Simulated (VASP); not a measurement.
Runs of VASP 6.6.1 on YV. Symmetry: Pm-3m, No. 221, cubic system. Conventional cell: a = 3.614 Å, b = 3.614 Å, c = 3.614 Å, α = 90.00°, β = 90.00°, γ = 90.00°. Within 4.1 Å of V (site symmetry m-3m) lie 8 Y at 3.13 Å and 6 V at 3.61 Å. Y (site symmetry m-3m) has 8 V at 3.13 Å and 6 Y at 3.61 Å within 4.1 Å. 

```csv
fixed moment (μB),pressure (GPa),moment (μB)
-,-0.1,(b)
0.75,-5.0,0.75
0.38,(a),0.38
1.12,-4.6,1.12
```

Alike in all rows: task single point; level PBE; potentials or basis VASP PAW PBE potentials, release 64 (V_sv, Y_sv); spin collinear, ferromagnetic start; cell as given; k mesh 12 × 12 × 12; cutoff (eV) 520; smearing gaussian 0.1 eV.

**Question.** Estimate the missing entries.

**Answer.** (a) -5.2; (b) 3.48.

Caveats: the cell stands under tension (at least some runs); the total moment is fixed, so each spin has its own Fermi level and the state may be an excited one (at least some runs).
